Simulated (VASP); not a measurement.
# Ta2N (P-31m) in VASP: single point with r2SCAN

Aim: the single point of Ta2N with r2SCAN.

Program: VASP 6.6.1. These are calculated values, not measurements. Logs are shortened: lines on timing, memory, paths and dates and some standing lists are left out, and cuts for length are marked.

## 1. The cell of the first run

The structure is trigonal, space group P-31m (No. 162). Conventional cell: a = 5.297 Å, b = 5.297 Å, c = 4.939 Å, α = 90.00°, β = 90.00°, γ = 120.00°. Ta (site symmetry m) has 3 N at 2.15 to 2.16 Å within 2.8 Å. Within 2.9 Å of N (site symmetry 32) lie 6 Ta at 2.16 Å. N (site symmetry -3m) has 6 Ta at 2.15 Å within 2.8 Å.

## 2. Single point, r2SCAN

POSCAR

```
Ta2N
1.0
    5.2965720514      0.0000000000      0.0000000000
   -2.6482860257      4.5869659495      0.0000000000
    0.0000000000      0.0000000000      4.9391825701
Ta N
6 3
Direct
    0.6663616700      0.6663616700      0.7536182600
    0.0000000000      0.3336383300      0.7536182600
    0.3336383300      0.0000000000      0.7536182600
    0.3336383300      0.3336383300      0.2463817400
    0.0000000000      0.6663616700      0.2463817400
    0.6663616700      0.0000000000      0.2463817400
    0.6666666700      0.3333333300      0.5000000000
    0.3333333300      0.6666666700      0.5000000000
    0.0000000000      0.0000000000      0.0000000000
```

INCAR.step1

```
PREC = Accurate ; ENCUT = 520
ISMEAR = 0 ; SIGMA = 0.1
LREAL = F ; LASPH = T
NELM = 80 ; NBANDS = 50
GGA = PE ; ALGO = Normal
EDIFF = 1E-4 ; LWAVE = T
LCHARG = F
```

INCAR.step2

```
PREC = Accurate ; ENCUT = 520
EDIFF = 1E-6 ; ISMEAR = 0
SIGMA = 0.1 ; LREAL = F
LASPH = T ; NELM = 80
ALGO = Normal ; ISIF = 2
LWAVE = F ; LCHARG = T
METAGGA = R2SCAN ; LMIXTAU = T
LELF = T ; LVHAR = T
NBANDS = 50 ; ISTART = 1
```

KPOINTS

```
regular mesh
0
Gamma
  6 6 4
```

Potentials or basis: VASP PAW PBE potentials, release 64 (Ta_pv, N).

Run with:

```console
$ cat potpaw_PBE.64/Ta_pv/POTCAR potpaw_PBE.64/N/POTCAR > POTCAR
$ cp INCAR.step1 INCAR
$ mpirun -np 1 vasp_std > vasp.out
$ cp INCAR.step2 INCAR
$ mpirun -np 1 vasp_std > vasp.out
```

OUTCAR:

```text
PREC = Accurate
   ENCUT = 520
   EDIFF = 1E-6
   ISMEAR = 0
   LREAL = F
   LASPH = T
   NELM = 80
   ISIF = 2
   METAGGA = R2SCAN
   ISTART = 1

 ion  position               nearest neighbor table
   1  0.666  0.666  0.754-   9 2.15   8 2.16   7 2.16   4 3.00   5 3.01   6 3.01   2 3.06   2 3.06
                             3 3.06   3 3.06   3 3.06   2 3.06   4 3.06   5 3.07   6 3.07
   2  0.000  0.334  0.754-   9 2.15   7 2.16   8 2.16   5 3.00   4 3.01   6 3.01   1 3.06   1 3.06
                             3 3.06   3 3.06   3 3.06   1 3.06   5 3.06   4 3.07   6 3.07
   3  0.334  0.000  0.754-   9 2.15   8 2.16   7 2.16   6 3.00   4 3.01   5 3.01   2 3.06   1 3.06
                             1 3.06   2 3.06   2 3.06   1 3.06   6 3.06   5 3.07   4 3.07
   4  0.334  0.334  0.246-   9 2.15   7 2.16   8 2.16   1 3.00   2 3.01   3 3.01   5 3.06   5 3.06
                             6 3.06   6 3.06   6 3.06   5 3.06   1 3.06   2 3.07   3 3.07
   5  0.000  0.666  0.246-   9 2.15   8 2.16   7 2.16   2 3.00   1 3.01   3 3.01   4 3.06   4 3.06
                             6 3.06   6 3.06   6 3.06   4 3.06   2 3.06   1 3.07   3 3.07
   6  0.666  0.000  0.246-   9 2.15   7 2.16   8 2.16   3 3.00   1 3.01   2 3.01   4 3.06   5 3.06
                             4 3.06   5 3.06   5 3.06   4 3.06   3 3.06   2 3.07   1 3.07
   7  0.667  0.333  0.500-   2 2.16   6 2.16   5 2.16   3 2.16   4 2.16   1 2.16
   8  0.333  0.667  0.500-   5 2.16   3 2.16   2 2.16   6 2.16   1 2.16   4 2.16
   9  0.000  0.000  0.000-   3 2.15   6 2.15   1 2.15   4 2.15   5 2.15   2 2.15

  LATTYP: Found a hexagonal cell.
 ALAT       =     5.2965720514
 C/A-ratio  =     0.9325243803

  Lattice vectors:

 A1 = (   5.2965720514,   0.0000000000,   0.0000000000)
 A2 = (  -2.6482860257,   4.5869659495,   0.0000000000)
 A3 = (   0.0000000000,   0.0000000000,   4.9391825701)

Analysis of symmetry for initial positions (statically):
=====================================================================
 Subroutine PRICEL returns:
 Original cell was already a primitive cell.

 Routine SETGRP: Setting up the symmetry group for a
 hexagonal supercell.

 Subroutine GETGRP returns: Found 12 space group operations
 (whereof 12 operations were pure point group operations)
 out of a pool of 24 trial point group operations.

The static configuration has the point symmetry D_3d.

Analysis of symmetry for dynamics (positions and initial velocities):
=====================================================================
 Subroutine PRICEL returns:
 Original cell was already a primitive cell.

 Routine SETGRP: Setting up the symmetry group for a
 hexagonal supercell.

 Subroutine GETGRP returns: Found 12 space group operations
 (whereof 12 operations were pure point group operations)
 out of a pool of 24 trial point group operations.

The dynamic configuration has the point symmetry D_3d.

 Subroutine INISYM returns: Found 12 space group operations
 (whereof 12 operations are pure point group operations),
 and found     1 'primitive' translations

----------------------------------------------------------------------------------------

                                     Primitive cell

  volume of cell :     119.9984

  direct lattice vectors                    reciprocal lattice vectors
     5.296572051  0.000000000  0.000000000     0.188801359  0.109004515  0.000000000
    -2.648286026  4.586965949  0.000000000     0.000000000  0.218009031  0.000000000
     0.000000000  0.000000000  4.939182570     0.000000000  0.000000000  0.202462652

  length of vectors
     5.296572051  5.296572051  4.939182570     0.218009031  0.218009031  0.202462652

  position of ions in fractional coordinates (direct lattice)
     0.666361670  0.666361670  0.753618260
     0.000000000  0.333638330  0.753618260
     0.333638330  0.000000000  0.753618260
     0.333638330  0.333638330  0.246381740
     0.000000000  0.666361670  0.246381740
     0.666361670  0.000000000  0.246381740
     0.666666670  0.333333330  0.500000000
     0.333333330  0.666666670  0.500000000
     0.000000000  0.000000000  0.000000000

  ion indices of the primitive-cell ions
   primitive index   ion index
                 1           1
                 2           2
                 3           3
                 4           4
                 5           5
                 6           6
                 7           7
                 8           8
                 9           9

----------------------------------------------------------------------------------------

 KPOINTS: regular mesh

Automatic generation of k-mesh.
 Grid dimensions read from file:
 generate k-points for:    6    6    4

 Generating k-lattice:

  Cartesian coordinates                     Fractional coordinates (reciprocal lattice)
     0.031466893  0.018167419  0.000000000     0.166666667  0.000000000  0.000000000
     0.000000000  0.036334838  0.000000000     0.000000000  0.166666667  0.000000000
     0.000000000  0.000000000  0.050615663     0.000000000  0.000000000  0.250000000

  Length of vectors
     0.036334838  0.036334838  0.050615663

  Shift w.r.t. Gamma in fractional coordinates (k-lattice)
     0.000000000  0.000000000  0.000000000

 Subroutine IBZKPT returns following result:
 ===========================================

 Found     24 irreducible k-points:

 Following reciprocal coordinates:
            Coordinates               Weight
  0.000000  0.000000  0.000000      1.000000
  0.166667  0.000000  0.000000      6.000000
  0.333333  0.000000  0.000000      6.000000
  0.500000  0.000000  0.000000      3.000000
  0.166667  0.166667  0.000000      6.000000
  0.333333  0.166667  0.000000     12.000000
[... 16 lines left out ...]
  0.333333  0.166667  0.500000     12.000000
  0.333333  0.333333  0.500000      2.000000
   k-points           NKPTS =     24   k-points in BZ     NKDIM =     24   number of bands    NBANDS=     50
   number of dos      NEDOS =    301   number of ions     NIONS =      9
   total plane-waves  NPLWV =  64000
   dimension x,y,z NGX =    40 NGY =   40 NGZ =   40
   dimension x,y,z NGXF=    80 NGYF=   80 NGZF=   80
   ions per type =               6   3
   NGX,Y,Z   is equivalent  to a cutoff of  12.55, 12.55, 13.46 a.u.
   NGXF,Y,Z  is equivalent  to a cutoff of  25.11, 25.11, 26.93 a.u.
 SYSTEM =  unknown system
   PREC   = accura    normal or accurate (medium, high low for compatibility)
   ISTART =      1    job   : 0-new  1-cont  2-samecut
   ICHARG =      0    charge: 1-file 2-atom 10-const
   ISPIN  =      1    spin polarized calculation?
   LNONCOLLINEAR =      F non collinear calculations
   LSORBIT =      F    spin-orbit coupling
   LASPH  =      T    aspherical Exc in radial PAW
   ENCUT  =  520.0 eV  38.22 Ry    6.18 a.u.   9.85  9.85  9.18*2*pi/ulx,y,z
   NELM   =     80;   NELMIN=  2; NELMDL=  0     # of ELM steps
   EDIFF  = 0.1E-05   stopping-criterion for ELM
   LREAL  =      F    real-space projection
   EDIFFG = 0.1E-04   stopping-criterion for IOM
   NSW    =      0    number of steps for IOM
   IBRION =     -1    ionic relax: 0-MD 1-quasi-New 2-CG
   NFREE  =      0    steps in history (QN), initial steepest desc. (CG)
   ISIF   =      2    stress and relaxation
   ISYM   =      2    0-nonsym 1-usesym 2-fastsym
   POTIM  = 0.5000    time-step for ionic-motion
   TEBEG  =    0.0;   TEEND  =   0.0 temperature during run
   PSTRESS=    0.0 pullay stress
   NELECT =      81.0000    total number of electrons
   NUPDOWN=      -1.0000    fix difference up-down
   EMIN   =  10.00;   EMAX   =-10.00  energy-range for DOS
   EFERMI =   0.00;   METHOD = LEGACY
   ISMEAR =     0;   SIGMA  =   0.10  broadening in eV -4-tet -1-fermi 0-gaus
   EFERMI_NEDOS =   21; number of points for ismear=-14 and -15
   IALGO  =     38    algorithm
   IMIX   =      4    mixing-type and parameters
     AMIX     =   0.40;   BMIX     =  1.00
     AMIX_MAG =   1.60;   BMIX_MAG =  1.00
  volume/ion in A,a.u.               =      13.33        89.98
  Fermi-wavevector in a.u.,A,eV,Ry     =   1.436078  2.713794 28.059565  2.062320
  Thomas-Fermi vector in A             =   2.555306
   LORBIT       =      0    0 simple, 1 ext, 2 COOP (PROOUT), +10 PAW based schemes
   METAGGA = R2SCAN    functional components
   LHFCALC =     F    Hartree Fock is set to
   AEXX    =    0.0000 exact exchange contribution
   IVDW    =     0    specifies the selected vdW correction
   LEPSILON=     F    determine dielectric tensor
   LRPA    =     F    only Hartree local field effects (RPA)
 non-spin polarized calculation
 Gauss-broadening in eV      SIGMA  =   0.10
  energy-cutoff  :      520.00
  volume of cell :      120.00
 maximum number of plane-waves:      3258
   NGX = 19   NGY = 19   NGZ = 19

 number of electron      81.0000001 magnetization

 Free energy of the ion-electron system (eV)
  ---------------------------------------------------
  ext. energy  EPLUGINS =         0.00000000
  ---------------------------------------------------
  free energy    TOTEN  =      -328.22511432 eV

  energy without entropy =     -328.21549126  energy(sigma->0) =     -328.22030279

 E-fermi :   7.4189     XC(G=0): -14.0525

 val. band max:        7.3897117789   @ k =   0.1667   0.1667   0.0000
 cond. band min:       7.4297611896   @ k =   0.0000   0.0000   0.0000
 fundamental gap:      0.0400494108
 Fermi energy:         7.4188896656

 k-point     1 :       0.0000    0.0000    0.0000
  band No.  band energies     occupation
      1     -29.6083      2.00000
      2     -29.2284      2.00000
      3     -29.0582      2.00000
      4     -29.0582      2.00000
      5     -29.0293      2.00000
      6     -29.0293      2.00000
[... 42 lines left out ...]
     49      10.6170      0.00000
     50      11.1473      0.00000
[... 1217 lines left out ...]
     49      10.5311      0.00000
     50      10.5311      0.00000

------------------------ aborting loop because EDIFF is reached ----------------------------------------

  FORCE on cell =-STRESS in cart. coord.  units (eV):
  Direction    XX          YY          ZZ          XY          YZ          ZX
  --------------------------------------------------------------------------------------
  -------------------------------------------------------------------------------------
  Total        0.0601810      0.0601810     -0.3774557      0.0000000      0.0000000      0.0000000
  in kB        0.8035165      0.8035165     -5.0396585      0.0000000      0.0000000      0.0000000
  external PRESSURE =      -1.1442085 kB  Pullay stress =       0.0000000 kB

 VOLUME and BASIS-vectors are now :
 -----------------------------------------------------------------------------
  energy-cutoff  :      520.00
  volume of cell :      120.00
      direct lattice vectors                 reciprocal lattice vectors
     5.296572051  0.000000000  0.000000000     0.188801359  0.109004515  0.000000000
    -2.648286026  4.586965949  0.000000000     0.000000000  0.218009031  0.000000000
     0.000000000  0.000000000  4.939182570     0.000000000  0.000000000  0.202462652

 POSITION                                       TOTAL-FORCE (eV/Angst)
 -----------------------------------------------------------------------------------
      1.76472      3.05658      3.72226         0.011387      0.019723      0.020189
     -0.88357      1.53039      3.72226         0.011387     -0.019723      0.020189
      1.76714      0.00000      3.72226        -0.022775      0.000000      0.020189
      0.88357      1.53039      1.21692        -0.011387     -0.019723     -0.020189
     -1.76472      3.05658      1.21692        -0.011387      0.019723     -0.020189
      3.52943      0.00000      1.21692         0.022775     -0.000000     -0.020189
      2.64829      1.52899      2.46959         0.000000      0.000000      0.000000
     -0.00000      3.05798      2.46959         0.000000      0.000000      0.000000
      0.00000      0.00000      0.00000         0.000000      0.000000      0.000000
 -----------------------------------------------------------------------------------
    total drift:                               -0.000000     -0.000000     -0.000000

  FREE ENERGIE OF THE ION-ELECTRON SYSTEM (eV)
  ---------------------------------------------------
  free  energy   TOTEN  =      -328.2251143209 eV

  energy  without entropy=     -328.2154912635  energy(sigma->0) =     -328.22030279
```

Wall time 6.6 min (1 thread of AMD EPYC 9R45 (Zen 5), shared host); peak memory 0.28 GiB.

Results:

- Free energy: -328.2251 eV
- Pressure: -0.1 GPa
- Largest force: 0.030 eV/Å
- Band gap on the k mesh: zero (an odd number of electrons rules out a gap without spin polarisation)

Forces on the atoms (eV/Å):
```
Ta   0.011  0.020  0.020
Ta   0.011 -0.020  0.020
Ta  -0.023  0.000  0.020
Ta  -0.011 -0.020 -0.020
Ta  -0.011  0.020 -0.020
Ta   0.023  0.000 -0.020
N    0.000  0.000  0.000
N    0.000  0.000  0.000
N    0.000  0.000  0.000
```

Caveat: the PAW data sets were made with another functional, which shifts forces and pressure a little; spin-orbit coupling is left out, which moves the levels of the heavy elements.
